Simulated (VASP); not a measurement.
Mo: single point with PBE

Mo:

```
Mo
1.0
    -1.60139    1.60139    1.60139
     1.60139   -1.60139    1.60139
     1.60139    1.60139   -1.60139
Mo
1
Cartesian
  0.0000 0.0000 0.0000
```

This cell differs from its parent crystal: volume scaled by 1.040.

```yaml
Program: VASP 6.6.1
Task: single point
Functional: PBE
Potentials_or_basis: VASP PAW PBE potentials, release 64 (Mo_sv)
Cutoff: 520 eV
k_mesh: 20 × 20 × 20
Occupations: gaussian, width 0.05 eV
Spin: no spin polarisation
```

| Item | Value |
| --- | --- |
| Pressure | -9.0 GPa |
| Band gap on the k mesh | zero (band 7 reaches 15.51 eV, above the bottom of band 8 at 10.54 eV) |

Levels at points of the mesh, in eV from the Fermi level:
```tsv
k point	band 4	band 5	band 6	band 7	band 8	band 9	band 10	band 11
(0.00, 0.00, 0.00)	-34.67	-7.09	-1.29	-1.29	-1.29	1.55	1.55	14.73
(0.50, 0.00, 0.00)	-34.68	-5.05	-3.20	1.43	1.55	2.14	4.38	10.88
(0.50, 0.50, 0.50)	-35.50	-5.09	-5.09	3.68	3.68	3.68	8.67	8.67
```

Run time: 87 s on 1 thread of AMD EPYC 7R43 64-Core Processor (Zen 3), on a shared host, peak memory 0.14 GiB.
